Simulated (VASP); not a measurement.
Input of a VASP 6.6.1 run:

File INCAR:

```
ALGO = Fast ; EDIFF = 1E-6
ENCUT = 520 ; GGA = PS
ISIF = 2 ; ISMEAR = 0
LASPH = T ; LCHARG = T
LELF = T ; LREAL = F
LVHAR = T ; LWAVE = F
NBANDS = 13 ; NELM = 80
PREC = Accurate ; SIGMA = 0.15
```

KPOINTS

```
k-points
0
Gamma
  24 24 24
```

File POSCAR:

```
Mo
1.0
    2.8108938102      0.0000000000      0.0000000000
   -1.4054469051      2.4343054470      0.0000000000
    0.0000000000      0.0000000000      2.3674675216
Mo
1
Direct
    0.0000000000      0.0000000000      0.5000000000
```

Potentials or basis: VASP PAW PBE potentials, release 64 (Mo_sv).

Run with:

```console
$ cat potpaw_PBE.64/Mo_sv/POTCAR > POTCAR
$ mpirun -np 1 vasp_std > vasp.out
```

Question: Estimate the band gap on the k mesh.

Answer: Zero (band 7 reaches 12.36 eV, above the bottom of band 8 at 10.58 eV).

Question: Estimate the pressure.

Answer: 3.9 GPa.

Stress tensor (GPa, compression positive):
```
-4.06  0.00  0.00
 0.00 -4.06  0.00
 0.00  0.00 19.73
```

Caveat: the cell differs from its parent crystal (strain +0.025 along x and y, -0.050 along z); the PAW data sets were made with another functional, which shifts forces and pressure a little.
